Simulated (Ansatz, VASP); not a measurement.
**One calculation of Be3CdSe4, two programs**

The input INCAR:

```
  ALGO = Normal
  EDIFF = 1E-6
  EDIFFG = -0.025
  ENCUT = 600
  GGA = PE
  IBRION = 2
  ISIF = 3
  ISMEAR = 0
  LASPH = True
  LCHARG = False
  LREAL = False
  LWAVE = False
  NELM = 100
  NSW = 80
  PREC = Accurate
  SIGMA = 0.1
```

KPOINTS

```
k-points
0
Gamma
  4 4 4
```

Contents of POSCAR:

```
Be3CdSe4
1.0
    5.5465956924      0.0972142406      0.0197070811
    0.0972142406      5.5701966657      0.0513442558
   -2.8025180621     -2.7831953766      5.3856875484
Be Cd Se
3 1 4
Direct
    0.4984768873      0.5104478134      1.0014778857
    0.2555928926      0.7359785051      0.5019476575
    0.7457394543      0.2370328121      0.4939082987
    0.0047630784     -0.0034477304      0.0023062515
    0.8676056470      0.4340734131      0.2791587383
    0.3998037543      0.8678102668      0.2700091213
    0.1429261145      0.1346082898      0.7297419042
    0.5850921716      0.5834966300      0.7214501429
```

Input for Ansatz:

```yaml
crystal:
  lattice:
    - [5.5465956924, 0.0972142406, 0.0197070811]
    - [0.0972142406, 5.5701966657, 0.0513442558]
    - [-2.8025180621, -2.7831953766, 5.3856875484]
  atoms:
    - { symbol: Be, position: [0.4984768873, 0.5104478134, 1.0014778857] }
    - { symbol: Be, position: [0.2555928926, 0.7359785051, 0.5019476575] }
    - { symbol: Be, position: [0.7457394543, 0.2370328121, 0.4939082987] }
    - { symbol: Cd, position: [0.0047630784, -0.0034477304, 0.0023062515] }
    - { symbol: Se, position: [0.867605647, 0.4340734131, 0.2791587383] }
    - { symbol: Se, position: [0.3998037543, 0.8678102668, 0.2700091213] }
    - { symbol: Se, position: [0.1429261145, 0.1346082898, 0.7297419042] }
    - { symbol: Se, position: [0.5850921716, 0.58349663, 0.7214501429] }
basis:
  ecutwfc: 420
kpoints:
  mp_grid: { grid: [4, 4, 4] }
hamiltonian:
  xc: pbe
scf:
  occupations: { method: gaussian, width: 0.1 }
  lower_state_search: "off"
output:
  forces: true
  stress: true
  eigenvalues: true
relax:
  adjacent_minimum: "off"
  f_tol: 0.025
  max_steps: 60
  cell: { stress_tol: 0.25 }
```

Change from the starting cell: cell x1, atoms moved at random (sigma 0.05 Å) and cell strained at random (1.5 %), then relaxed without symmetry.

Alike in both runs: task relaxation of cell and atoms; functional PBE; k mesh 4 × 4 × 4; occupations gaussian, width 0.1 eV; no spin polarisation.

```csv
,VASP,Ansatz
version,VASP 6.6.1,Ansatz 0.2.0
potentials or method,"VASP PAW PBE potentials, release 64 (Be, Cd, Se), cutoff 600 eV","scalar-relativistic, plane waves, PAW"
valence electrons in the cell,42,90
```

Ansatz gave:

```
gap on the k mesh at the Fermi level, each at its own relaxed structure (eV) : 2.61
relaxed volume (Å³/atom)                                                     : 19.97
relaxed cell length with the largest relative difference (Å)                 : 5.456
```

Task: Which values does VASP return?

Result: gap on the k mesh at the Fermi level, each at its own relaxed structure (eV): 2.59; relaxed volume (Å³/atom): 20.02; relaxed cell length with the largest relative difference (Å): 5.461.

VASP's potentials hold 42 valence electrons a cell and Ansatz's 90, so a difference there can come from the potentials and not from the codes.
